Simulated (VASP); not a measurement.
# PbSe (R-3m) in VASP: settings compared

The runs below take PbSe through single point, with PBE, r2SCAN.

Program: VASP 6.6.1. These are calculated values, not measurements. Logs are shortened: lines on timing, memory, paths and dates and some standing lists are left out, and cuts for length are marked.

### 1 The cell of the first run

The structure is trigonal, space group R-3m (No. 166). Conventional cell: a = 4.578 Å, b = 4.578 Å, c = 10.151 Å, α = 90.00°, β = 90.00°, γ = 120.00°. Within 4.1 Å of Pb (site symmetry -3m) lie 6 Se at 3.14 Å. Se (site symmetry -3m) has 6 Pb at 3.14 Å within 4.1 Å.

### 2 Single point, PBE (epitaxial 111 strain +4.8%)

Input file INCAR:

```
SYSTEM = PbSe
ALGO = Normal
EDIFF = 1E-6
ENCUT = 520
GGA = PE
ISIF = 2
ISMEAR = -1
LASPH = .TRUE.
LCHARG = .FALSE.
LREAL = .FALSE.
LWAVE = .FALSE.
NBANDS = 17
NELM = 80
PREC = Accurate
SIGMA = 0.02
```

Input file KPOINTS:

```
k-points
0
G
  8 8 8
  0 0 0
```

Input file POSCAR:

```
PbSe
1.0
   -0.2046463759      3.0326224213      3.0326224213
    3.0326224213     -0.2046463759      3.0326224213
    3.0326224213      3.0326224213     -0.2046463759
Pb Se
1 1
Direct
    0.0000000000      0.0000000000      0.0000000000
    0.5000000000      0.5000000000      0.5000000000
```

Potentials or basis: VASP PAW PBE potentials, release 64 (Pb_d, Se).

Launch:

```
$ cat potpaw_PBE.64/Pb_d/POTCAR potpaw_PBE.64/Se/POTCAR > POTCAR
$ mpirun -np 1 vasp_std > vasp.out
```

OUTCAR:

```text
SYSTEM = PbSe
   EDIFF = 1E-6
   ENCUT = 520
   GGA = PE
   ISIF = 2
   ISMEAR = -1
   LASPH = .TRUE.
   LREAL = .FALSE.
   NELM = 80
   PREC = Accurate

 ion  position               nearest neighbor table
   1  0.000  0.000  0.000-   2 3.14   2 3.14   2 3.14   2 3.14   2 3.14   2 3.14
   2  0.500  0.500  0.500-   1 3.14   1 3.14   1 3.14   1 3.14   1 3.14   1 3.14

  LATTYP: Found a trigonal (rhomboedric) cell.
 ALAT       =     4.2936555101
 COS(alpha) =     0.4315357882

  Lattice vectors:

 A1 = (  -0.2046463759,   3.0326224213,   3.0326224213)
 A2 = (   3.0326224213,  -0.2046463759,   3.0326224213)
 A3 = (   3.0326224213,   3.0326224213,  -0.2046463759)

Analysis of symmetry for initial positions (statically):
=====================================================================
 Subroutine PRICEL returns:
 Original cell was already a primitive cell.

 Routine SETGRP: Setting up the symmetry group for a
 trigonal (rhombohedral) supercell.

 Subroutine GETGRP returns: Found 12 space group operations
 (whereof 12 operations were pure point group operations)
 out of a pool of 12 trial point group operations.

The static configuration has the point symmetry D_3d.

Analysis of symmetry for dynamics (positions and initial velocities):
=====================================================================
 Subroutine PRICEL returns:
 Original cell was already a primitive cell.

 Routine SETGRP: Setting up the symmetry group for a
 trigonal (rhombohedral) supercell.

 Subroutine GETGRP returns: Found 12 space group operations
 (whereof 12 operations were pure point group operations)
 out of a pool of 12 trial point group operations.

The dynamic configuration has the point symmetry D_3d.

 Subroutine INISYM returns: Found 12 space group operations
 (whereof 12 operations are pure point group operations),
 and found     1 'primitive' translations

----------------------------------------------------------------------------------------

                                     Primitive cell

  volume of cell :      61.4185

  direct lattice vectors                    reciprocal lattice vectors
    -0.204646376  3.032622421  3.032622421    -0.149057900  0.159844469  0.159844469
     3.032622421 -0.204646376  3.032622421     0.159844469 -0.149057900  0.159844469
     3.032622421  3.032622421 -0.204646376     0.159844469  0.159844469 -0.149057900

  length of vectors
     4.293655510  4.293655510  4.293655510     0.270774382  0.270774382  0.270774382

  position of ions in fractional coordinates (direct lattice)
     0.000000000  0.000000000  0.000000000
     0.500000000  0.500000000  0.500000000

  ion indices of the primitive-cell ions
   primitive index   ion index
                 1           1
                 2           2

----------------------------------------------------------------------------------------

 KPOINTS: k-points

Automatic generation of k-mesh.
 Grid dimensions read from file:
 generate k-points for:    8    8    8

 Generating k-lattice:

  Cartesian coordinates                     Fractional coordinates (reciprocal lattice)
    -0.018632237  0.019980559  0.019980559     0.125000000  0.000000000  0.000000000
     0.019980559 -0.018632237  0.019980559     0.000000000  0.125000000  0.000000000
     0.019980559  0.019980559 -0.018632237     0.000000000  0.000000000  0.125000000

  Length of vectors
     0.033846798  0.033846798  0.033846798

  Shift w.r.t. Gamma in fractional coordinates (k-lattice)
     0.000000000  0.000000000  0.000000000

 Subroutine IBZKPT returns following result:
 ===========================================

 Found     65 irreducible k-points:

 Following reciprocal coordinates:
            Coordinates               Weight
  0.000000  0.000000  0.000000      1.000000
  0.125000  0.000000  0.000000      6.000000
  0.250000  0.000000  0.000000      6.000000
  0.375000  0.000000 -0.000000      6.000000
  0.500000  0.000000  0.000000      3.000000
  0.125000  0.125000  0.000000      6.000000
[... 16 lines left out ...]
  0.250000  0.125000  0.125000      6.000000
  0.375000  0.125000  0.125000      6.000000
 [... further k-points ...]
   k-points           NKPTS =     65   k-points in BZ     NKDIM =     65   number of bands    NBANDS=     17
   number of dos      NEDOS =    301   number of ions     NIONS =      2
   total plane-waves  NPLWV =  32768
   dimension x,y,z NGX =    32 NGY =   32 NGZ =   32
   dimension x,y,z NGXF=    64 NGYF=   64 NGZF=   64
   ions per type =               1   1
   NGX,Y,Z   is equivalent  to a cutoff of  12.39, 12.39, 12.39 a.u.
   NGXF,Y,Z  is equivalent  to a cutoff of  24.78, 24.78, 24.78 a.u.
 SYSTEM =  PbSe
   PREC   = accura    normal or accurate (medium, high low for compatibility)
   ISTART =      0    job   : 0-new  1-cont  2-samecut
   ICHARG =      2    charge: 1-file 2-atom 10-const
   ISPIN  =      1    spin polarized calculation?
   LNONCOLLINEAR =      F non collinear calculations
   LSORBIT =      F    spin-orbit coupling
   LASPH  =      T    aspherical Exc in radial PAW
   ENCUT  =  520.0 eV  38.22 Ry    6.18 a.u.   7.98  7.98  7.98*2*pi/ulx,y,z
   NELM   =     80;   NELMIN=  2; NELMDL= -5     # of ELM steps
   EDIFF  = 0.1E-05   stopping-criterion for ELM
   LREAL  =      F    real-space projection
   EDIFFG = 0.1E-04   stopping-criterion for IOM
   NSW    =      0    number of steps for IOM
   IBRION =     -1    ionic relax: 0-MD 1-quasi-New 2-CG
   NFREE  =      0    steps in history (QN), initial steepest desc. (CG)
   ISIF   =      2    stress and relaxation
   ISYM   =      2    0-nonsym 1-usesym 2-fastsym
   POTIM  = 0.5000    time-step for ionic-motion
   TEBEG  =    0.0;   TEEND  =   0.0 temperature during run
   PSTRESS=    0.0 pullay stress
   NELECT =      20.0000    total number of electrons
   NUPDOWN=      -1.0000    fix difference up-down
   EMIN   =  10.00;   EMAX   =-10.00  energy-range for DOS
   EFERMI =   0.00;   METHOD = LEGACY
   ISMEAR =    -1;   SIGMA  =   0.02  broadening in eV -4-tet -1-fermi 0-gaus
   EFERMI_NEDOS =   21; number of points for ismear=-14 and -15
   IALGO  =     38    algorithm
   IMIX   =      4    mixing-type and parameters
     AMIX     =   0.40;   BMIX     =  1.00
     AMIX_MAG =   1.60;   BMIX_MAG =  1.00
  volume/ion in A,a.u.               =      30.71       207.24
  Fermi-wavevector in a.u.,A,eV,Ry     =   1.126294  2.128387 17.259501  1.268538
  Thomas-Fermi vector in A             =   2.262975
   LORBIT       =      0    0 simple, 1 ext, 2 COOP (PROOUT), +10 PAW based schemes
   GGA     = PE    functional components
   LHFCALC =     F    Hartree Fock is set to
   AEXX    =    0.0000 exact exchange contribution
   IVDW    =     0    specifies the selected vdW correction
   LEPSILON=     F    determine dielectric tensor
   LRPA    =     F    only Hartree local field effects (RPA)
 non-spin polarized calculation
  energy-cutoff  :      520.00
  volume of cell :       61.42
 maximum number of plane-waves:      1675
   NGX = 15   NGY = 15   NGZ = 15

 number of electron      19.9999999 magnetization

 Free energy of the ion-electron system (eV)
  ---------------------------------------------------
  ext. energy  EPLUGINS =         0.00000000
  ---------------------------------------------------
  free energy    TOTEN  =        -8.15506356 eV

  energy without entropy =       -8.15489217  energy(sigma->0) =       -8.15497786

 E-fermi :   4.3321     XC(G=0):  -9.2248

 val. band max:        4.3141893012   @ k =   0.5000   0.0000   0.0000
 cond. band min:       4.7199808864   @ k =   0.5000   0.0000   0.0000
 fundamental gap:      0.4057915852
 Fermi energy:         4.3321283985

 k-point     1 :       0.0000    0.0000    0.0000
  band No.  band energies     occupation
      1     -12.5271      2.00000
      2     -12.5271      2.00000
      3     -12.5227      2.00000
      4     -12.4938      2.00000
      5     -12.4938      2.00000
      6      -8.7709      2.00000
[... 9 lines left out ...]
     16      11.8065      0.00000
     17      12.3982      0.00000

 k-point     2 :       0.1250    0.0000    0.0000
  band No.  band energies     occupation
      1     -12.5287      2.00000
      2     -12.5257      2.00000
      3     -12.5200      2.00000
      4     -12.4948      2.00000
      5     -12.4926      2.00000
      6      -8.6704      2.00000
[... 9 lines left out ...]
     16      11.9740      0.00000
     17      13.3565      0.00000

 k-point     3 :       0.2500    0.0000    0.0000
  band No.  band energies     occupation
      1     -12.5335      2.00000
      2     -12.5264      2.00000
      3     -12.5098      2.00000
      4     -12.4970      2.00000
      5     -12.4888      2.00000
      6      -8.3970      2.00000
[... 9 lines left out ...]
     16      12.7894      0.00000
     17      15.0116      0.00000

 k-point     4 :       0.3750    0.0000   -0.0000
  band No.  band energies     occupation
      1     -12.5391      2.00000
      2     -12.5280      2.00000
      3     -12.5002      2.00000
      4     -12.4977      2.00000
      5     -12.4841      2.00000
      6      -8.0594      2.00000
[... 9 lines left out ...]
     16      13.9151      0.00000
     17      15.2534      0.00000
[... 343 lines left out ...]
      1     -12.5232      2.00000
      2     -12.5222      2.00000
      3     -12.5222      2.00000
      4     -12.4965      2.00000
      5     -12.4965      2.00000
      6      -8.6543      2.00000
[... 9 lines left out ...]
     16      10.9178      0.00000
     17      13.4159      0.00000

 k-point    23 :       0.2500    0.1250    0.1250
  band No.  band energies     occupation
      1     -12.5265      2.00000
      2     -12.5247      2.00000
      3     -12.5115      2.00000
      4     -12.4975      2.00000
      5     -12.4967      2.00000
      6      -8.4859      2.00000
[... 9 lines left out ...]
     16      12.3589      0.00000
     17      13.4387      0.00000

 k-point    24 :       0.3750    0.1250    0.1250
  band No.  band energies     occupation
      1     -12.5326      2.00000
      2     -12.5261      2.00000
      3     -12.5066      2.00000
      4     -12.4961      2.00000
      5     -12.4915      2.00000
      6      -8.1811      2.00000
[... 9 lines left out ...]
     16      13.8071      0.00000
     17      14.6494      0.00000

 [... further k-points ...]
[... 5 lines left out ...]
  --------------------------------------------------------------------------------------
  -------------------------------------------------------------------------------------
  Total       -0.4479471     -0.4479471     -0.4479471      0.3726254      0.3726254      0.3726254
  in kB      -11.6852461    -11.6852461    -11.6852461      9.7203876      9.7203876      9.7203876
  external PRESSURE =     -11.6852461 kB  Pullay stress =       0.0000000 kB

 VOLUME and BASIS-vectors are now :
 -----------------------------------------------------------------------------
  energy-cutoff  :      520.00
  volume of cell :       61.42
      direct lattice vectors                 reciprocal lattice vectors
    -0.204646376  3.032622421  3.032622421    -0.149057900  0.159844469  0.159844469
     3.032622421 -0.204646376  3.032622421     0.159844469 -0.149057900  0.159844469
     3.032622421  3.032622421 -0.204646376     0.159844469  0.159844469 -0.149057900

 POSITION                                       TOTAL-FORCE (eV/Angst)
 -----------------------------------------------------------------------------------
      0.00000      0.00000      0.00000        -0.000000     -0.000000      0.000000
      2.93030      2.93030      2.93030         0.000000      0.000000     -0.000000
 -----------------------------------------------------------------------------------
    total drift:                                0.000000     -0.000000     -0.000000

  FREE ENERGIE OF THE ION-ELECTRON SYSTEM (eV)
  ---------------------------------------------------
  free  energy   TOTEN  =        -8.1550635590 eV

  energy  without entropy=       -8.1548921673  energy(sigma->0) =       -8.15497786
```

Wall time 37 s (1 thread of Intel Xeon Platinum 8488C (Sapphire Rapids), shared host); peak memory 0.21 GiB.

What came out:

```
Free energy            : -8.1551 eV
Pressure               : -1.2 GPa
Band gap on the k mesh : zero (band 10 reaches 4.31 eV, above the bottom of band 11 at 4.29 eV)
```

Caveat: the cell differs from its parent crystal (epitaxial 111 strain +4.8%); spin-orbit coupling is left out, which moves the levels of the heavy elements.

### 3 Single point, r2SCAN (epitaxial 111 strain +4.8%)

POSCAR is that of step 2.

Input file INCAR.step1:

```
PREC = Accurate ; ENCUT = 520
ISMEAR = -1 ; SIGMA = 0.02
LREAL = F ; LASPH = T
NELM = 100 ; NBANDS = 17
GGA = PE ; ALGO = Normal
EDIFF = 1E-4 ; LWAVE = T
LCHARG = F
```

Input file INCAR.step2:

```
PREC = Accurate ; ENCUT = 520
EDIFF = 1E-6 ; ISMEAR = -1
SIGMA = 0.02 ; LREAL = F
LASPH = T ; NELM = 100
ALGO = Normal ; ISIF = 2
LWAVE = F ; LCHARG = T
METAGGA = R2SCAN ; LMIXTAU = T
LELF = T ; LVHAR = T
NBANDS = 17 ; ISTART = 1
```

Input file KPOINTS:

```
Automatic mesh
0
Gamma
  8 8 8
```

Potentials or basis: VASP PAW PBE potentials, release 64 (Pb_d, Se).

Launch:

```
$ cat potpaw_PBE.64/Pb_d/POTCAR potpaw_PBE.64/Se/POTCAR > POTCAR
$ cp INCAR.step1 INCAR
$ mpirun -np 1 vasp_std > vasp.out
$ cp INCAR.step2 INCAR
$ mpirun -np 1 vasp_std > vasp.out
```

Wall time 1.9 min (1 thread of Intel Xeon Platinum 8488C (Sapphire Rapids), shared host); peak memory 0.23 GiB.

It converged, with:

* Free energy: -71.8821 eV
* Pressure: -2.1 GPa
* Band gap on the k mesh: 0.23 eV, indirect (least direct gap 0.70 eV)

Stress tensor (GPa, compression positive):
```
-2.09  1.06  1.06
 1.06 -2.09  1.06
 1.06  1.06 -2.09
```

Levels at points of the mesh, in eV from the valence-band top:
| k point | band 7 | band 8 | band 9 | band 10 | band 11 | band 12 | band 13 | band 14 |
| --- | --- | --- | --- | --- | --- | --- | --- | --- |
| (0.00, 0.00, 0.00) | -6.61 | -1.97 | -1.97 | -1.30 | 4.66 | 4.93 | 4.93 | 6.64 |
| (0.50, 0.00, 0.00) | -8.84 | -1.41 | -1.18 | 0.00 | 0.70 | 2.02 | 2.46 | 8.83 |
| (0.50, 0.50, 0.00) | -7.53 | -4.62 | -3.29 | -2.67 | 4.30 | 5.23 | 5.65 | 6.27 |
| (0.50, 0.50, 0.50) | -8.46 | -1.62 | -1.62 | -0.53 | 0.23 | 1.53 | 1.53 | 9.15 |

Caveat: the cell differs from its parent crystal (epitaxial 111 strain +4.8%); the PAW data sets were made with another functional, which shifts forces and pressure a little; spin-orbit coupling is left out, which moves the levels of the heavy elements. A k mesh can miss the band edges.
